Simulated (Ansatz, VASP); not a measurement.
# Si8GeO16 in VASP and in Ansatz

```xyz
25
Lattice="-4.1738 -4.1738 0.0000 4.1738 -4.1738 0.0000 0.0000 0.0000 5.3326" Properties=species:S:1:pos:R:3 pbc="T T T"
Si    0.1852   -4.1402   -0.0435
Si    2.1631   -2.1844    1.2656
Si    0.2231   -4.0870    2.7274
Si    2.1997   -1.9745    3.9959
Si   -0.2023   -0.0892   -0.0065
Si   -2.2391   -2.0764    1.4034
Si   -0.2199   -0.0527    2.7491
Si   -2.1896   -2.1839    4.0416
O     1.3389   -2.7775   -0.0653
O     0.3439   -0.8884    1.3967
O    -0.9250   -5.5315   -0.1660
O     3.2366   -3.3962    1.3518
O     1.3749   -2.7654    2.6992
O     0.7773   -0.8165    4.0236
O    -1.0024   -5.3857    2.8351
O     3.1595   -3.5088    4.0392
O    -3.1443   -2.9110   -0.0715
O     0.9363   -4.9510    1.3535
O    -1.3670   -1.4143    0.0195
O    -0.3530   -3.2899    1.3150
O    -3.2733   -2.7942    2.8706
O     1.0300   -4.8299    4.0165
O    -1.3672   -1.4092    2.7380
O    -0.7710   -3.3379    4.0164
Ge   -2.0615   -4.2372    1.4373
```

Alike in both runs: functional PBE; dispersion D3(BJ); k mesh 2 × 2 × 2; occupations fermi-dirac, width 0.05 eV; no spin polarisation.

Ansatz relaxed the structure, and its values are those at the end. VASP's run is a single point on that final structure, the one shown.

|  | VASP | Ansatz |
| --- | --- | --- |
| version | VASP 6.6.1 | Ansatz 0.2.0 |
| potentials or method | VASP PAW PBE potentials, release 64 (Si, O, Ge_d), cutoff 520 eV | scalar-relativistic, plane waves, PAW |
| valence electrons in the cell | 142 | 142 |

|  | VASP | Ansatz | Ansatz less VASP |
| --- | --- | --- | --- |
| rms of the force components (eV/Å) | 0.023 | 0.006 | -0.0173 |

The k mesh is coarse, so the values compare programs but aren't converged.
